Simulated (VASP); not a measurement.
# Hf4C (Cmmm) in VASP: further runs

Runs on Hf4C. Level: PBE. Tasks: single point.

Everything below comes from runs of VASP 6.6.1. Logs are shortened: lines on timing, memory, paths and dates and some standing lists are left out, and cuts for length are marked.

### 1 The cell of the first run

It takes space group Cmmm (No. 65, orthorhombic). The conventional cell has a = 6.485 Å, b = 8.995 Å, c = 3.283 Å, α = 90.00°, β = 90.00°, γ = 90.00°. Within 3.0 Å of Hf (site symmetry m2m) lie 1 C at 2.24 Å. Within 3.0 Å of Hf (site symmetry 2mm) lie 2 C at 2.28 Å. Within 3.0 Å of C (site symmetry mmm) lie 6 Hf at 2.24 to 2.28 Å.

### 2 Single point, PBE

Input file INCAR:

```
ALGO     = Normal         # electronic algorithm
EDIFF    = 1E-6           # SCF threshold, eV
ENCUT    = 600            # plane-wave cutoff, eV
GGA      = PE             # functional
GGA_COMPAT= False        
ISIF     = 2              # what is computed and relaxed
ISMEAR   = 0              # smearing method
LASPH    = True           # aspherical terms in the spheres
LCHARG   = False          # write CHGCAR
LREAL    = False          # projectors in reciprocal space
LWAVE    = False          # write WAVECAR
NBANDS   = 30             # bands
NELM     = 120            # most SCF steps
PREC     = Accurate       # precision mode
SIGMA    = 0.2            # smearing width, eV
```

Input file KPOINTS:

```
k-points
0
Gamma
  3 3 5
```

Input file POSCAR:

```
Hf4C
1.0
    3.2422965617     -4.4975450550      0.0000000000
    3.2422965617      4.4975450550      0.0000000000
    0.0000000000      0.0000000000      3.2830194242
Hf C
4 1
Direct
    0.7489866221      0.2510133779      0.5000000000
    0.2553382617      0.2553382617      0.0000000000
    0.7446617383      0.7446617383      0.0000000000
    0.2510133779      0.7489866221      0.5000000000
    0.5000000000      0.5000000000      0.5000000000
```

Potentials or basis: VASP PAW PBE potentials, release 64 (Hf_pv, C).

On the command line:

```console
cat potpaw_PBE.64/Hf_pv/POTCAR potpaw_PBE.64/C/POTCAR > POTCAR
mpirun -np 1 vasp_std > vasp.out
```

OUTCAR:

```text
EDIFF = 1E-6
   ENCUT = 600
   GGA = PE
   ISIF = 2
   ISMEAR = 0
   LASPH = True
   LREAL = False
   NELM = 120
   PREC = Accurate

 ion  position               nearest neighbor table
   1  0.749  0.251  0.500-   5 2.24   3 3.20   2 3.20   2 3.20   3 3.20   4 3.24   4 3.24   2 3.25
                             3 3.25   2 3.25   3 3.25
   2  0.255  0.255  0.000-   5 2.28   5 2.28   3 3.17   1 3.20   1 3.20   4 3.20   4 3.20   4 3.25
                             4 3.25   1 3.25   1 3.25   3 3.31
   3  0.745  0.745  0.000-   5 2.28   5 2.28   2 3.17   1 3.20   1 3.20   4 3.20   4 3.20   1 3.25
                             4 3.25   4 3.25   1 3.25   2 3.31
   4  0.251  0.749  0.500-   5 2.24   3 3.20   2 3.20   2 3.20   3 3.20   1 3.24   1 3.24   2 3.25
                             2 3.25   3 3.25   3 3.25
   5  0.500  0.500  0.500-   1 2.24   4 2.24   3 2.28   2 2.28   2 2.28   3 2.28

  LATTYP: Found a base centered orthorhombic cell.
 ALAT       =     6.4845931234
 B/A-ratio  =     1.3871479581
 C/A-ratio  =     0.5062799410

  Lattice vectors:

 A1 = (   3.2422965617,  -4.4975450550,   0.0000000000)
 A2 = (   3.2422965617,   4.4975450550,   0.0000000000)
 A3 = (   0.0000000000,   0.0000000000,   3.2830194242)

Analysis of symmetry for initial positions (statically):
=====================================================================
 Subroutine PRICEL returns:
 Original cell was already a primitive cell.

 Routine SETGRP: Setting up the symmetry group for a
 base centered orthorhombic supercell.

 Subroutine GETGRP returns: Found  8 space group operations
 (whereof  8 operations were pure point group operations)
 out of a pool of  8 trial point group operations.

The static configuration has the point symmetry D_2h.

Analysis of symmetry for dynamics (positions and initial velocities):
=====================================================================
 Subroutine PRICEL returns:
 Original cell was already a primitive cell.

 Routine SETGRP: Setting up the symmetry group for a
 base centered orthorhombic supercell.

 Subroutine GETGRP returns: Found  8 space group operations
 (whereof  8 operations were pure point group operations)
 out of a pool of  8 trial point group operations.

The dynamic configuration has the point symmetry D_2h.

 Subroutine INISYM returns: Found  8 space group operations
 (whereof  8 operations are pure point group operations),
 and found     1 'primitive' translations

----------------------------------------------------------------------------------------

                                     Primitive cell

  volume of cell :      95.7484

  direct lattice vectors                    reciprocal lattice vectors
     3.242296562 -4.497545055  0.000000000     0.154211680 -0.111171760  0.000000000
     3.242296562  4.497545055  0.000000000     0.154211680  0.111171760  0.000000000
     0.000000000  0.000000000  3.283019424     0.000000000  0.000000000  0.304597650

  length of vectors
     5.544402449  5.544402449  3.283019424     0.190106293  0.190106293  0.304597650

  position of ions in fractional coordinates (direct lattice)
     0.748986622  0.251013378  0.500000000
     0.255338262  0.255338262  0.000000000
     0.744661738  0.744661738  0.000000000
     0.251013378  0.748986622  0.500000000
     0.500000000  0.500000000  0.500000000

  ion indices of the primitive-cell ions
   primitive index   ion index
                 1           1
                 2           2
                 3           3
                 4           4
                 5           5

----------------------------------------------------------------------------------------

 KPOINTS: k-points

Automatic generation of k-mesh.
 Grid dimensions read from file:
 generate k-points for:    3    3    5

 Generating k-lattice:

  Cartesian coordinates                     Fractional coordinates (reciprocal lattice)
     0.051403893 -0.037057253  0.000000000     0.333333333  0.000000000  0.000000000
     0.051403893  0.037057253  0.000000000     0.000000000  0.333333333  0.000000000
     0.000000000  0.000000000  0.060919530     0.000000000  0.000000000  0.200000000

  Length of vectors
     0.063368764  0.063368764  0.060919530

  Shift w.r.t. Gamma in fractional coordinates (k-lattice)
     0.000000000  0.000000000  0.000000000

 Subroutine IBZKPT returns following result:
 ===========================================

 Found     12 irreducible k-points:

 Following reciprocal coordinates:
            Coordinates               Weight
  0.000000  0.000000  0.000000      1.000000
  0.333333  0.000000  0.000000      4.000000
  0.333333  0.333333  0.000000      2.000000
 -0.333333  0.333333  0.000000      2.000000
  0.000000  0.000000  0.200000      2.000000
  0.333333  0.000000  0.200000      8.000000
  0.333333  0.333333  0.200000      4.000000
 -0.333333  0.333333  0.200000      4.000000
  0.000000  0.000000  0.400000      2.000000
  0.333333  0.000000  0.400000      8.000000
  0.333333  0.333333  0.400000      4.000000
 -0.333333  0.333333  0.400000      4.000000
   k-points           NKPTS =     12   k-points in BZ     NKDIM =     12   number of bands    NBANDS=     30
   number of dos      NEDOS =    301   number of ions     NIONS =      5
   total plane-waves  NPLWV =  64512
   dimension x,y,z NGX =    48 NGY =   48 NGZ =   28
   dimension x,y,z NGXF=    96 NGYF=   96 NGZF=   56
   ions per type =               4   1
   NGX,Y,Z   is equivalent  to a cutoff of  14.39, 14.39, 14.18 a.u.
   NGXF,Y,Z  is equivalent  to a cutoff of  28.79, 28.79, 28.36 a.u.
 SYSTEM =  unknown system
   PREC   = accura    normal or accurate (medium, high low for compatibility)
   ISTART =      0    job   : 0-new  1-cont  2-samecut
   ICHARG =      2    charge: 1-file 2-atom 10-const
   ISPIN  =      1    spin polarized calculation?
   LNONCOLLINEAR =      F non collinear calculations
   LSORBIT =      F    spin-orbit coupling
   LASPH  =      T    aspherical Exc in radial PAW
   ENCUT  =  600.0 eV  44.10 Ry    6.64 a.u.  11.07 11.07  6.56*2*pi/ulx,y,z
   NELM   =    120;   NELMIN=  2; NELMDL= -5     # of ELM steps
   EDIFF  = 0.1E-05   stopping-criterion for ELM
   LREAL  =      F    real-space projection
   EDIFFG = 0.1E-04   stopping-criterion for IOM
   NSW    =      0    number of steps for IOM
   IBRION =     -1    ionic relax: 0-MD 1-quasi-New 2-CG
   NFREE  =      0    steps in history (QN), initial steepest desc. (CG)
   ISIF   =      2    stress and relaxation
   ISYM   =      2    0-nonsym 1-usesym 2-fastsym
   POTIM  = 0.5000    time-step for ionic-motion
   TEBEG  =    0.0;   TEEND  =   0.0 temperature during run
   PSTRESS=    0.0 pullay stress
   NELECT =      44.0000    total number of electrons
   NUPDOWN=      -1.0000    fix difference up-down
   EMIN   =  10.00;   EMAX   =-10.00  energy-range for DOS
   EFERMI =   0.00;   METHOD = LEGACY
   ISMEAR =     0;   SIGMA  =   0.20  broadening in eV -4-tet -1-fermi 0-gaus
   EFERMI_NEDOS =   21; number of points for ismear=-14 and -15
   IALGO  =     38    algorithm
   IMIX   =      4    mixing-type and parameters
     AMIX     =   0.40;   BMIX     =  1.00
     AMIX_MAG =   1.60;   BMIX_MAG =  1.00
  volume/ion in A,a.u.               =      19.15       129.23
  Fermi-wavevector in a.u.,A,eV,Ry     =   1.263325  2.387338 21.714769  1.595991
  Thomas-Fermi vector in A             =   2.396688
   LORBIT       =      0    0 simple, 1 ext, 2 COOP (PROOUT), +10 PAW based schemes
   GGA     = PE    functional components
   LHFCALC =     F    Hartree Fock is set to
   AEXX    =    0.0000 exact exchange contribution
   IVDW    =     0    specifies the selected vdW correction
   LEPSILON=     F    determine dielectric tensor
   LRPA    =     F    only Hartree local field effects (RPA)
 non-spin polarized calculation
 Gauss-broadening in eV      SIGMA  =   0.20
  energy-cutoff  :      600.00
  volume of cell :       95.75
 maximum number of plane-waves:      3228
 NGX is ok and might be reduce to    48
   NGX = 23   NGY = 23   NGZ = 13

 number of electron      43.9999999 magnetization

 Free energy of the ion-electron system (eV)
  ---------------------------------------------------
  ext. energy  EPLUGINS =         0.00000000
  ---------------------------------------------------
  free energy    TOTEN  =       -50.47553142 eV

  energy without entropy =      -50.38777876  energy(sigma->0) =      -50.43165509

 E-fermi :   4.7769     XC(G=0): -11.3603

 val. band max:        4.7538048394   @ k =   0.3333   0.3333   0.4000
 cond. band min:       4.7884744052   @ k =   0.3333   0.3333   0.2000
 fundamental gap:      0.0346695658
 Fermi energy:         4.7768757850

 k-point     1 :       0.0000    0.0000    0.0000
  band No.  band energies     occupation
      1     -25.9205      2.00000
      2     -25.8818      2.00000
      3     -25.8468      2.00000
      4     -25.4917      2.00000
      5     -25.4571      2.00000
      6     -25.3418      2.00000
[... 22 lines left out ...]
     29       8.7725      0.00000
     30       9.0335      0.00000

 k-point     2 :       0.3333    0.0000    0.0000
  band No.  band energies     occupation
      1     -25.8386      2.00000
      2     -25.7863      2.00000
      3     -25.7339      2.00000
      4     -25.4946      2.00000
      5     -25.4514      2.00000
      6     -25.3962      2.00000
[... 22 lines left out ...]
     29       8.1165      0.00000
     30       8.4689      0.00000

 k-point     3 :       0.3333    0.3333    0.0000
  band No.  band energies     occupation
      1     -25.7079      2.00000
      2     -25.6723      2.00000
      3     -25.6327      2.00000
      4     -25.6230      2.00000
      5     -25.5188      2.00000
      6     -25.4039      2.00000
[... 286 lines left out ...]
     29       8.8657      0.00000
     30       9.6073      0.00000

 k-point    12 :      -0.3333    0.3333    0.4000
  band No.  band energies     occupation
      1     -25.8678      2.00000
      2     -25.8100      2.00000
      3     -25.7972      2.00000
      4     -25.7939      2.00000
      5     -25.4897      2.00000
      6     -25.4886      2.00000
[... 22 lines left out ...]
     29       9.0983      0.00000
     30       9.7492      0.00000

------------------------ aborting loop because EDIFF is reached ----------------------------------------

  FORCE on cell =-STRESS in cart. coord.  units (eV):
  Direction    XX          YY          ZZ          XY          YZ          ZX
  --------------------------------------------------------------------------------------
  -------------------------------------------------------------------------------------
  Total       -0.6996525     -0.0977815     -0.5676671      0.0000000      0.0000000      0.0000000
  in kB      -11.7074218     -1.6361974     -9.4988851      0.0000000      0.0000000      0.0000000
  external PRESSURE =      -7.6141681 kB  Pullay stress =       0.0000000 kB

 VOLUME and BASIS-vectors are now :
 -----------------------------------------------------------------------------
  energy-cutoff  :      600.00
  volume of cell :       95.75
      direct lattice vectors                 reciprocal lattice vectors
     3.242296562 -4.497545055  0.000000000     0.154211680 -0.111171760  0.000000000
     3.242296562  4.497545055  0.000000000     0.154211680  0.111171760  0.000000000
     0.000000000  0.000000000  3.283019424     0.000000000  0.000000000  0.304597650

 POSITION                                       TOTAL-FORCE (eV/Angst)
 -----------------------------------------------------------------------------------
      3.24230     -2.23966      1.64151         0.000000      0.025558     -0.000000
      1.65576      0.00000      0.00000         0.043761      0.000000     -0.000000
      4.82883      0.00000      0.00000        -0.043761      0.000000      0.000000
      3.24230      2.23966      1.64151         0.000000     -0.025558      0.000000
      3.24230      0.00000      1.64151         0.000000      0.000000     -0.000000
 -----------------------------------------------------------------------------------
    total drift:                               -0.000000     -0.000000      0.000000

  FREE ENERGIE OF THE ION-ELECTRON SYSTEM (eV)
  ---------------------------------------------------
  free  energy   TOTEN  =       -50.4755314240 eV

  energy  without entropy=      -50.3877787611  energy(sigma->0) =      -50.43165509
```

Run time: 22 s. Hardware: 1 thread of Intel Xeon 6975P-C (Granite Rapids), shared host; peak memory 0.25 GiB.

What came out:

| Quantity | Value |
| --- | --- |
| Free energy | -50.4755 eV |
| Pressure | -0.8 GPa |
| Largest force | 0.044 eV/Å |
| Band gap on the k mesh | zero (band 22 reaches 5.28 eV, above the bottom of band 23 at 4.61 eV) |

Forces on the atoms (eV/Å):
```
Hf   0.000  0.026  0.000
Hf   0.044  0.000  0.000
Hf  -0.044  0.000  0.000
Hf   0.000 -0.026  0.000
C    0.000  0.000  0.000
```

Levels at points of the mesh, in eV from the Fermi level:
```tsv
k point	band 19	band 20	band 21	band 22	band 23	band 24	band 25	band 26
(0.00, 0.00, 0.00)	-1.33	-1.19	0.39	0.50	1.08	1.21	1.41	1.58
```

Caveat: the k points lie up to 0.40 Å⁻¹ apart; spin-orbit coupling is left out, which moves the levels of the heavy elements.

### 3 Single point, PBE

This run uses another cell than the first one, of 19.29 Å³/atom, 1.008 times its volume.

Input file INCAR:

```
  PREC = Accurate
  ENCUT = 600
  EDIFF = 1E-6
  ISMEAR = 0
  SIGMA = 0.2
  LREAL = False
  LASPH = True
  NELM = 120
  ALGO = Normal
  ISIF = 2
  LWAVE = False
  LCHARG = False
  GGA = PE
  NBANDS = 30
  GGA_COMPAT = False
```

Input file KPOINTS:

```
regular mesh
0
Gamma
  3 3 5
```

Input file POSCAR:

```
Hf4C
1.0
    3.8186134672     -3.8234492091      0.0000000000
    3.8186134672      3.8234492091      0.0000000000
    0.0000000000      0.0000000000      3.3037909254
Hf C
4 1
Direct
    0.7960156044      0.2039843956      0.5000000000
    0.2039843956      0.7960156044      0.5000000000
    0.2939522115      0.2939522115      0.0000000000
    0.7060477885      0.7060477885      0.0000000000
    0.0000000000      0.0000000000      0.0000000000
```

Potentials or basis: VASP PAW PBE potentials, release 64 (Hf_pv, C).

On the command line:

```console
cat potpaw_PBE.64/Hf_pv/POTCAR potpaw_PBE.64/C/POTCAR > POTCAR
mpirun -np 1 vasp_std > vasp.out
```

Wall time 22 s (1 thread of Intel Xeon 6975P-C (Granite Rapids), shared host); peak memory 0.25 GiB.

Results (log left out):

```yaml
Free_energy: -50.5773 eV
Pressure: -0.4 GPa
Largest_force: 0.093 eV/Å
Band_gap_on_the_k_mesh: zero (band 22 reaches 5.50 eV, above the bottom of band 23 at 4.02 eV)
```

Forces in eV/Å, atoms in the order of the input:
```
Hf   0.000 -0.093  0.000
Hf   0.000  0.093  0.000
Hf  -0.024  0.000  0.000
Hf   0.024  0.000  0.000
C    0.000  0.000  0.000
```

Stress tensor (GPa, compression positive):
```
-0.40  0.00  0.00
 0.00 -0.56  0.00
 0.00  0.00 -0.34
```

Levels at points of the mesh, in eV from the Fermi level:
| k point | band 20 | band 21 | band 22 | band 23 | band 24 | band 25 |
| --- | --- | --- | --- | --- | --- | --- |
| (0.00, 0.00, 0.00) | -0.65 | 0.02 | 0.95 | 1.34 | 1.34 | 2.25 |

Caveat: the k points lie up to 0.39 Å⁻¹ apart; spin-orbit coupling is left out, which moves the levels of the heavy elements.
